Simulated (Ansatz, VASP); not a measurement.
## VSi2 in VASP and in Ansatz

```
V Si
1.0
     4.56718    0.00000    0.00000
    -2.28359    3.95529    0.00000
     0.00000    0.00000    6.36197
V Si
3 6
Cartesian
  -1.1418 1.9776 1.0603
  1.1418 1.9776 5.3016
  2.2836 0.0000 3.1810
  2.2836 2.6685 3.1810
  -1.1692 3.3119 5.3016
  1.1692 3.3119 1.0603
  0.0000 1.2867 3.1810
  3.4528 0.6434 5.3016
  1.1144 0.6434 1.0603
```

Alike in both runs: functional PBE; k mesh 12 × 12 × 8; occupations methfessel-paxton of order 1, width 0.1 eV; no spin polarisation.

Ansatz relaxed the structure, and its values are those at the end. VASP's run is a single point on that final structure, the one shown.

|  | VASP | Ansatz |
| --- | --- | --- |
| version | VASP 6.6.1 | Ansatz 0.2.0 |
| potentials or method | VASP PAW PBE potentials, release 64 (V_sv, Si) | scalar-relativistic, plane waves, PAW |
| plane-wave cutoff (eV) | 520 | 420 |
| valence electrons in the cell | 63 | 63 |

|  | VASP | Ansatz | Ansatz less VASP |
| --- | --- | --- | --- |
| gap on the k mesh at the Fermi level (eV) | none | none | - |
| pressure (GPa) | 0.1 | 0.0 | -0.02 |

A gap of «none» marks a metal or a gap that the smearing closes.
